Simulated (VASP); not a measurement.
Input of a VASP 6.6.1 run:

The input INCAR:

```
SYSTEM = Mg2ZnN2
PREC = Accurate ; ENCUT = 600
EDIFF = 1E-6 ; ISMEAR = 0
SIGMA = 0.02 ; LREAL = .False.
LASPH = .True. ; NELM = 100
ALGO = Normal ; ISIF = 3
LWAVE = .False. ; LCHARG = .False.
GGA = PE ; IBRION = 2
NSW = 100 ; EDIFFG = -0.005
```

File KPOINTS:

```
regular mesh
0
Gamma
  12 12 12
  0 0 0
```

Contents of POSCAR:

```
Mg2ZnN2
1.0
   -1.5792711899      1.5792711899      6.1270889905
    1.5792711899     -1.5792711899      6.1270889905
    1.5792711899      1.5792711899     -6.1270889905
Mg Zn N
2 1 2
Direct
    0.3276862528      0.3276862528      0.0000000000
    0.6723137472      0.6723137472      0.0000000000
    0.0000000000      0.0000000000      0.0000000000
    0.1504033485      0.1504033485      0.0000000000
    0.8495966515      0.8495966515      0.0000000000
```

Potentials or basis: VASP PAW PBE potentials, release 64 (Mg, Zn, N).

Run with:

```sh
$ cat potpaw_PBE.64/Mg/POTCAR potpaw_PBE.64/Zn/POTCAR potpaw_PBE.64/N/POTCAR > POTCAR
$ mpirun -np 1 vasp_std > vasp.out
```

Predict the space group after relaxing (to 0.05 Å).

I4/mmm (No. 139).

Estimate the band gap on the k mesh.

0.49 eV, indirect (least direct gap 0.56 eV).

Estimate the relaxed volume.

12.18 Å³/atom.

Step by step:
```
step  energy change (eV)  largest force (eV/Å)  pressure (GPa)  volume (Å³)
   1              0.0000                0.1572           -0.20        61.13
   2             -0.0010                0.0789           -0.32        60.99
   3             -0.0013                0.0030           -0.27        61.04
   4             -0.0014                0.0044            0.07        60.85
   5             -0.0014                0.0032            0.02        60.90
```

A k mesh can miss the band edges. Expect the measured gap to be larger: semilocal functionals such as PBE lack the derivative discontinuity.
